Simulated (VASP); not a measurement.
Input of a VASP 6.6.1 run:

INCAR

```
ALGO = Normal ; EDIFF = 1E-6
ENCUT = 520 ; GGA = RE
ISIF = 2 ; ISMEAR = -1
LASPH = T ; LCHARG = F
LREAL = F ; LWAVE = F
NBANDS = 17 ; NELM = 60
PREC = Accurate ; SIGMA = 0.1
```

The input KPOINTS:

```
k-points
0
Gamma
  21 21 11
```

File POSCAR:

```
Pd
1.0
    2.8684728581      0.0000000000      0.0000000000
   -1.4342364290      2.4841703652      0.0000000000
    0.0000000000      0.0000000000      4.7763286362
Pd
2
Direct
    0.3333333333      0.6666666667      0.2500000000
    0.6666666667      0.3333333333      0.7500000000
```

Potentials or basis: VASP PAW PBE potentials, release 64 (Pd).

Command:

```sh
$ cat potpaw_PBE.64/Pd/POTCAR > POTCAR
$ mpirun -np 1 vasp_std > vasp.out
```

**Question.** Estimate the pressure.

**Answer.** -9.5 GPa.

**Question.** Estimate the band gap on the k mesh.

**Answer.** Zero (band 10 reaches 7.79 eV, above the bottom of band 11 at 7.13 eV).

Stress tensor (GPa, compression positive):
```
-9.41  0.00  0.00
 0.00 -9.41  0.00
 0.00  0.00 -9.57
```

Caveat: the PAW data sets were made with another functional, which shifts forces and pressure a little.
